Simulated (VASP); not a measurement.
# NaH: single point with PBE

The system is NaH.

```
Na H
1.0
     0.00000    2.39751    2.39751
     2.39751    0.00000    2.39751
     2.39751    2.39751    0.00000
Na H
1 1
Direct
  0.00000 0.00000 0.00000
  0.50000 0.50000 0.50000
```

```json
{
 "Program": "VASP 6.6.1",
 "Task": "single point",
 "Functional": "PBE",
 "Potentials or basis": "VASP PAW PBE potentials, release 64 (Na_pv, H)",
 "Cutoff": "520 eV",
 "k mesh": "6 × 6 × 6",
 "Occupations": "gaussian, width 0.01 eV",
 "Spin": "no spin polarisation",
 "Dipole correction": "no",
 "Further INCAR settings": "ALGO = Normal; EDIFF = 1e-06; NBANDS = 11"
}
```

```yaml
Pressure: 0.5 GPa
Band_gap_on_the_k_mesh: 3.85 eV (least direct gap 4.67 eV)
```

Levels at points of the mesh, in eV from the valence-band top:
```tsv
k point	band 2	band 3	band 4	band 5	band 6	band 7
(0.00, 0.00, 0.00)	-22.01	-22.01	-3.64	10.67	15.82	15.82
(0.50, 0.00, 0.00)	-22.03	-22.03	-0.82	3.85	10.99	13.58
(0.50, 0.50, 0.00)	-22.05	-22.05	-0.13	4.73	10.17	10.87
```

Run time: 2.9 s on 1 thread of Intel(R) Xeon(R) 6975P-C (Granite Rapids) (shared host), peak memory 0.14 GiB.

A k mesh can miss the band edges. PBE gaps usually lie below the measured ones, often by a third to a half.
